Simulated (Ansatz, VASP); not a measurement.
Zn2SiN in VASP and in Ansatz

The input INCAR:

```
ALGO     = Normal         # electronic algorithm
EDIFF    = 1E-7           # SCF threshold, eV
EDIFFG   = -0.01          # ionic threshold
ENCUT    = 600            # plane-wave cutoff, eV
GGA      = PE             # functional
GGA_COMPAT= F            
IBRION   = 2              # ionic algorithm
ISIF     = 3              # what is computed and relaxed
ISMEAR   = 0              # smearing method
ISPIN    = 2              # spin polarisation
KPAR     = 4            
LASPH    = T              # aspherical terms in the spheres
LCHARG   = F              # write CHGCAR
LORBIT   = 11             # projections on sites
LREAL    = F              # projectors in reciprocal space
LWAVE    = F              # write WAVECAR
MAGMOM   = 0 0 0 1.04     # initial moments
NELM     = 200            # most SCF steps
NELMIN   = 4            
NSW      = 100            # ionic steps
PREC     = Accurate       # precision mode
SIGMA    = 0.1            # smearing width, eV
```

The input KPOINTS:

```
k-points
0
Gamma
  18 18 6
```

Contents of POSCAR:

```
Zn2SiN
1.0
    2.7894953147      0.0000000000      0.0000000000
   -1.3947476574      2.4157738063      0.0000000000
    0.0000000000      0.0000000000      8.6626601832
Zn Si N
2 1 1
Direct
    0.0000000000      0.0000000000      0.2832211333
    0.0000000000      0.0000000000      0.7167788667
    0.0000000000      0.0000000000      0.0000000000
    0.0000000000      0.0000000000      0.5000000000
```

Input for Ansatz:

```yaml
crystal:
  lattice:
    - [2.7894953147, 0.0, 0.0]
    - [-1.3947476574, 2.4157738063, 0.0]
    - [0.0, 0.0, 8.6626601832]
  atoms:
    - { symbol: Zn, position: [0.0, 0.0, 0.2832211333] }
    - { symbol: Zn, position: [0.0, 0.0, 0.7167788667] }
    - { symbol: Si, position: [0.0, 0.0, 0.0] }
    - { symbol: "N", position: [0.0, 0.0, 0.5], spin: 1.04 }
basis:
  ecutwfc: 420
kpoints:
  mp_grid: { grid: [18, 18, 6] }
hamiltonian:
  xc: pbe
scf:
  occupations: { method: gaussian, width: 0.1 }
output:
  forces: true
  stress: true
  eigenvalues: true
  populations: true
magnetization:
  spin_polarized: true
relax:
  adjacent_minimum: "off"
  f_tol: 0.01
  max_steps: 80
  cell: { stress_tol: 0.05 }
```

Alike in both runs: task relaxation of cell and atoms; functional PBE; k mesh 18 × 18 × 6; occupations gaussian, width 0.1 eV; collinear spin.

|  | VASP | Ansatz |
| --- | --- | --- |
| version | VASP 6.6.1 | Ansatz 0.2.0 |
| potentials or method | VASP PAW PBE potentials, release 64 (Zn, Si, N), cutoff 600 eV | scalar-relativistic, plane waves, PAW |
| valence electrons in the cell | 33 | 33 |

VASP gave:

| Property | Result |
| --- | --- |
| gap on the k mesh at the Fermi level, each at its own relaxed structure (eV) | none |
| net moment per atom (μB) | 0.31 |
| size of the moment on the site where the two differ most (μB) | 0.90 |
| relaxed volume (Å³/atom) | 15.77 |
| relaxed length of the cell vector where the two differ most in proportion (Å) | 8.528 |

**Question.** What did Ansatz give for the same quantities?

**Answer.** gap on the k mesh at the Fermi level, each at its own relaxed structure (eV): none; net moment per atom (μB): 0.30; size of the moment on the site where the two differ most (μB): 0.90; relaxed volume (Å³/atom): 15.77; relaxed length of the cell vector where the two differ most in proportion (Å): 8.499.

Site moments also hang on the region over which each program counts them. A gap of «none» marks a metal or a gap that the smearing closes.
